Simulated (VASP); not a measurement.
# AlRu (Pmm2) in VASP: single point with PBEsol

Aim: the single point of AlRu with PBEsol.

Program: VASP 6.6.1. These are calculated values, not measurements. Logs are shortened: lines on timing, memory, paths and dates and some standing lists are left out, and cuts for length are marked.

### 1 The cell of the first run

Symmetry: Pmm2, No. 25, orthorhombic system. Conventional cell: a = 2.976 Å, b = 5.953 Å, c = 2.976 Å, α = 90.00°, β = 90.00°, γ = 90.00°. Al (site symmetry m) has 8 Ru at 2.55 to 2.60 Å and 6 Al at 2.95 to 3.01 Å within 3.4 Å. Ru (site symmetry mm2) has 8 Al at 2.57 to 2.60 Å and 6 Ru at 2.98 Å within 3.4 Å. Within 3.4 Å of Ru (site symmetry mm2) lie 8 Al at 2.55 to 2.59 Å and 6 Ru at 2.98 Å.

### 2 Single point, PBEsol (atoms displaced along several vibrational modes)

INCAR

```
SYSTEM = AlRu
PREC     = Accurate       ! precision mode
ENCUT    = 520            ! plane-wave cutoff, eV
EDIFF    = 1E-7           ! SCF threshold, eV
ISMEAR   = 0              ! smearing method
SIGMA    = 0.15           ! smearing width, eV
LREAL    = .False.        ! projectors in reciprocal space
LASPH    = .True.         ! aspherical terms in the spheres
NELM     = 80             ! most SCF steps
ALGO     = Fast           ! electronic algorithm
ISIF     = 2              ! what is computed and relaxed
LWAVE    = .False.        ! write WAVECAR
LCHARG   = .False.        ! write CHGCAR
GGA      = PS             ! functional
NBANDS   = 25             ! bands
```

KPOINTS

```
regular mesh
0
Gamma
  16 16 8
  0 0 0
```

POSCAR

```
AlRu
1.0
    2.9763250904      0.0000000000      0.0000000000
    0.0000000000      2.9763250904      0.0000000000
    0.0000000000      0.0000000000      5.9526501809
Al Ru
2 2
Direct
    0.0000000000      0.0000000000     -0.0024526891
    0.0000000000      0.0000000000      0.5024526891
    0.4896516681      0.5000000000      0.2500000000
    0.5103483319      0.5000000000      0.7500000000
```

Potentials or basis: VASP PAW PBE potentials, release 64 (Al, Ru_pv).

Command:

```bash
$ cat potpaw_PBE.64/Al/POTCAR potpaw_PBE.64/Ru_pv/POTCAR > POTCAR
$ mpirun -np 1 vasp_std > vasp.out
```

OUTCAR:

```text
SYSTEM = AlRu
   PREC = Accurate
   ENCUT = 520
   EDIFF = 1E-7
   ISMEAR = 0
   LREAL = .False.
   LASPH = .True.
   NELM = 80
   ISIF = 2
   GGA = PS

 ion  position               nearest neighbor table
   1  0.000  0.000  0.998-   4 2.55   4 2.55   3 2.57   3 2.57   4 2.59   4 2.59   3 2.60   3 2.60
                             2 2.95   2 3.01
   2  0.000  0.000  0.502-   4 2.55   4 2.55   3 2.57   3 2.57   4 2.59   4 2.59   3 2.60   3 2.60
                             1 2.95   1 3.01
   3  0.490  0.500  0.250-   1 2.57   2 2.57   1 2.57   2 2.57   1 2.60   2 2.60   1 2.60   2 2.60
                             4 2.98   4 2.98
   4  0.510  0.500  0.750-   1 2.55   2 2.55   1 2.55   2 2.55   1 2.59   2 2.59   1 2.59   2 2.59
                             3 2.98   3 2.98

  LATTYP: Found a simple tetragonal cell.
 ALAT       =     2.9763250904
 C/A-ratio  =     2.0000000000

  Lattice vectors:

 A1 = (   2.9763250904,   0.0000000000,   0.0000000000)
 A2 = (   0.0000000000,   2.9763250904,   0.0000000000)
 A3 = (   0.0000000000,   0.0000000000,   5.9526501809)

Analysis of symmetry for initial positions (statically):
=====================================================================
 Subroutine PRICEL returns:
 Original cell was already a primitive cell.

 Routine SETGRP: Setting up the symmetry group for a
 simple tetragonal supercell.

 Subroutine GETGRP returns: Found  4 space group operations
 (whereof  2 operations were pure point group operations)
 out of a pool of 16 trial point group operations.

The static configuration has the point symmetry C_1h.
 The point group associated with its full space group is C_2v.

Analysis of symmetry for dynamics (positions and initial velocities):
=====================================================================
 Subroutine PRICEL returns:
 Original cell was already a primitive cell.

 Routine SETGRP: Setting up the symmetry group for a
 simple tetragonal supercell.

 Subroutine GETGRP returns: Found  4 space group operations
 (whereof  2 operations were pure point group operations)
 out of a pool of 16 trial point group operations.

The dynamic configuration has the point symmetry C_1h.
 The point group associated with its full space group is C_2v.

 Subroutine INISYM returns: Found  4 space group operations
 (whereof  2 operations are pure point group operations),
 and found     1 'primitive' translations

----------------------------------------------------------------------------------------

                                     Primitive cell

  volume of cell :      52.7316

  direct lattice vectors                    reciprocal lattice vectors
     2.976325090  0.000000000  0.000000000     0.335984803  0.000000000  0.000000000
     0.000000000  2.976325090  0.000000000     0.000000000  0.335984803  0.000000000
     0.000000000  0.000000000  5.952650181     0.000000000  0.000000000  0.167992402

  length of vectors
     2.976325090  2.976325090  5.952650181     0.335984803  0.335984803  0.167992402

  position of ions in fractional coordinates (direct lattice)
     0.000000000  0.000000000  0.997547311
     0.000000000  0.000000000  0.502452689
     0.489651668  0.500000000  0.250000000
     0.510348332  0.500000000  0.750000000

  ion indices of the primitive-cell ions
   primitive index   ion index
                 1           1
                 2           2
                 3           3
                 4           4

----------------------------------------------------------------------------------------

 KPOINTS: regular mesh

Automatic generation of k-mesh.
 Grid dimensions read from file:
 generate k-points for:   16   16    8

 Generating k-lattice:

  Cartesian coordinates                     Fractional coordinates (reciprocal lattice)
     0.020999050  0.000000000  0.000000000     0.062500000  0.000000000  0.000000000
     0.000000000  0.020999050  0.000000000     0.000000000  0.062500000  0.000000000
     0.000000000  0.000000000  0.020999050     0.000000000  0.000000000  0.125000000

  Length of vectors
     0.020999050  0.020999050  0.020999050

  Shift w.r.t. Gamma in fractional coordinates (k-lattice)
     0.000000000  0.000000000  0.000000000

 Subroutine IBZKPT returns following result:
 ===========================================

 Found    405 irreducible k-points:

 Following reciprocal coordinates:
            Coordinates               Weight
  0.000000  0.000000  0.000000      1.000000
  0.062500  0.000000  0.000000      2.000000
  0.000000  0.062500  0.000000      2.000000
  0.125000  0.000000  0.000000      2.000000
  0.000000  0.125000  0.000000      2.000000
  0.187500  0.000000  0.000000      2.000000
[... 16 lines left out ...]
  0.250000  0.062500  0.000000      4.000000
 -0.062500  0.250000  0.000000      4.000000
 [... further k-points ...]
   k-points           NKPTS =    405   k-points in BZ     NKDIM =    405   number of bands    NBANDS=     25
   number of dos      NEDOS =    301   number of ions     NIONS =      4
   total plane-waves  NPLWV =  27648
   dimension x,y,z NGX =    24 NGY =   24 NGZ =   48
   dimension x,y,z NGXF=    48 NGYF=   48 NGZF=   96
   ions per type =               2   2
   NGX,Y,Z   is equivalent  to a cutoff of  13.41, 13.41, 13.41 a.u.
   NGXF,Y,Z  is equivalent  to a cutoff of  26.81, 26.81, 26.81 a.u.
 SYSTEM =  AlRu
   PREC   = accura    normal or accurate (medium, high low for compatibility)
   ISTART =      0    job   : 0-new  1-cont  2-samecut
   ICHARG =      2    charge: 1-file 2-atom 10-const
   ISPIN  =      1    spin polarized calculation?
   LNONCOLLINEAR =      F non collinear calculations
   LSORBIT =      F    spin-orbit coupling
   LASPH  =      T    aspherical Exc in radial PAW
   ENCUT  =  520.0 eV  38.22 Ry    6.18 a.u.   5.53  5.53 11.07*2*pi/ulx,y,z
   NELM   =     80;   NELMIN=  2; NELMDL= -5     # of ELM steps
   EDIFF  = 0.1E-06   stopping-criterion for ELM
   LREAL  =      F    real-space projection
   EDIFFG = 0.1E-05   stopping-criterion for IOM
   NSW    =      0    number of steps for IOM
   IBRION =     -1    ionic relax: 0-MD 1-quasi-New 2-CG
   NFREE  =      0    steps in history (QN), initial steepest desc. (CG)
   ISIF   =      2    stress and relaxation
   ISYM   =      2    0-nonsym 1-usesym 2-fastsym
   POTIM  = 0.5000    time-step for ionic-motion
   TEBEG  =    0.0;   TEEND  =   0.0 temperature during run
   PSTRESS=    0.0 pullay stress
   NELECT =      34.0000    total number of electrons
   NUPDOWN=      -1.0000    fix difference up-down
   EMIN   =  10.00;   EMAX   =-10.00  energy-range for DOS
   EFERMI =   0.00;   METHOD = LEGACY
   ISMEAR =     0;   SIGMA  =   0.15  broadening in eV -4-tet -1-fermi 0-gaus
   EFERMI_NEDOS =   21; number of points for ismear=-14 and -15
   IALGO  =     68    algorithm
   IMIX   =      4    mixing-type and parameters
     AMIX     =   0.40;   BMIX     =  1.00
     AMIX_MAG =   1.60;   BMIX_MAG =  1.00
  volume/ion in A,a.u.               =      13.18        88.96
  Fermi-wavevector in a.u.,A,eV,Ry     =   1.414308  2.672655 27.215300  2.000268
  Thomas-Fermi vector in A             =   2.535864
   LORBIT       =      0    0 simple, 1 ext, 2 COOP (PROOUT), +10 PAW based schemes
   GGA     = PS    functional components
   LHFCALC =     F    Hartree Fock is set to
   AEXX    =    0.0000 exact exchange contribution
   IVDW    =     0    specifies the selected vdW correction
   LEPSILON=     F    determine dielectric tensor
   LRPA    =     F    only Hartree local field effects (RPA)
 non-spin polarized calculation
 RMM-DIIS sequential band-by-band and
 Gauss-broadening in eV      SIGMA  =   0.15
  energy-cutoff  :      520.00
  volume of cell :       52.73
 maximum number of plane-waves:      1447
 NGX is ok and might be reduce to    24
   NGX = 11   NGY = 11   NGZ = 23

 number of electron      33.9999997 magnetization

 Free energy of the ion-electron system (eV)
  ---------------------------------------------------
  ext. energy  EPLUGINS =         0.00000000
  ---------------------------------------------------
  free energy    TOTEN  =       -31.04204594 eV

  energy without entropy =      -31.00462963  energy(sigma->0) =      -31.02333778

 E-fermi :  10.8318     XC(G=0): -12.7658

 val. band max:       10.8310267529   @ k =   0.5000   0.4375   0.2500
 cond. band min:      10.8320733234   @ k =   0.4375   0.3750   0.5000
 fundamental gap:      0.0010465706
 Fermi energy:        10.8317648351

 k-point     1 :       0.0000    0.0000    0.0000
  band No.  band energies     occupation
      1     -31.1224      2.00000
      2     -30.9004      2.00000
      3     -30.8997      2.00000
      4     -30.8994      2.00000
      5     -30.8813      2.00000
      6     -30.8805      2.00000
[... 17 lines left out ...]
     24      21.6705      0.00000
     25      21.9061      0.00000

 k-point     2 :       0.0625    0.0000    0.0000
  band No.  band energies     occupation
      1     -31.1213      2.00000
      2     -30.9080      2.00000
      3     -30.8997      2.00000
      4     -30.8989      2.00000
      5     -30.8887      2.00000
      6     -30.8806      2.00000
[... 17 lines left out ...]
     24      21.4037      0.00000
     25      21.7399      0.00000

 k-point     3 :       0.0000    0.0625    0.0000
  band No.  band energies     occupation
      1     -31.1213      2.00000
      2     -30.9090      2.00000
      3     -30.8989      2.00000
      4     -30.8987      2.00000
      5     -30.8896      2.00000
      6     -30.8798      2.00000
[... 552 lines left out ...]
 k-point    23 :       0.2500    0.0625    0.0000
  band No.  band energies     occupation
      1     -31.1071      2.00000
      2     -31.0110      2.00000
      3     -30.9873      2.00000
      4     -30.8993      2.00000
      5     -30.8894      2.00000
      6     -30.8798      2.00000
[... 17 lines left out ...]
     24      19.0795      0.00000
     25      20.2265      0.00000

 k-point    24 :      -0.0625    0.2500    0.0000
  band No.  band energies     occupation
      1     -31.1071      2.00000
      2     -31.0120      2.00000
      3     -30.9882      2.00000
      4     -30.8983      2.00000
      5     -30.8894      2.00000
      6     -30.8789      2.00000
[... 17 lines left out ...]
     24      19.0743      0.00000
     25      20.2230      0.00000

 [... further k-points ...]

------------------------ aborting loop because EDIFF is reached ----------------------------------------

  FORCE on cell =-STRESS in cart. coord.  units (eV):
  Direction    XX          YY          ZZ          XY          YZ          ZX
  --------------------------------------------------------------------------------------
  -------------------------------------------------------------------------------------
  Total        0.0555072      0.0701665      0.0754585      0.0000000      0.0000000      0.0000000
  in kB        1.6865094      2.1319119      2.2927018      0.0000000      0.0000000      0.0000000
  external PRESSURE =       2.0370410 kB  Pullay stress =       0.0000000 kB

 VOLUME and BASIS-vectors are now :
 -----------------------------------------------------------------------------
  energy-cutoff  :      520.00
  volume of cell :       52.73
      direct lattice vectors                 reciprocal lattice vectors
     2.976325090  0.000000000  0.000000000     0.335984803  0.000000000  0.000000000
     0.000000000  2.976325090  0.000000000     0.000000000  0.335984803  0.000000000
     0.000000000  0.000000000  5.952650181     0.000000000  0.000000000  0.167992402

 POSITION                                       TOTAL-FORCE (eV/Angst)
 -----------------------------------------------------------------------------------
      0.00000      0.00000      5.93805         0.011276      0.000000      0.165170
      0.00000      0.00000      2.99093         0.011276      0.000000     -0.165170
      1.45736      1.48816      1.48816         0.299137      0.000000      0.000000
      1.51896      1.48816      4.46449        -0.321688      0.000000      0.000000
 -----------------------------------------------------------------------------------
    total drift:                               -0.000002     -0.000000     -0.000000

  FREE ENERGIE OF THE ION-ELECTRON SYSTEM (eV)
  ---------------------------------------------------
  free  energy   TOTEN  =       -31.0420459445 eV

  energy  without entropy=      -31.0046296251  energy(sigma->0) =      -31.02333778
```

It took 14 min on 1 thread of Intel Xeon 8259CL, shared host; peak memory 0.52 GiB.

What came out:

* Free energy: -31.0420 eV
* Pressure: 0.2 GPa
* Largest force: 0.322 eV/Å
* Band gap on the k mesh: zero (bands 17 and 18 overlap by 3.12 eV)

Forces in eV/Å, atoms in the order of the input:
```
Al   0.011  0.000  0.165
Al   0.011  0.000 -0.165
Ru   0.299  0.000  0.000
Ru  -0.322  0.000  0.000
```

Caveat: the cell differs from its parent crystal (atoms displaced along several vibrational modes); the PAW data sets were made with another functional, which shifts forces and pressure a little.
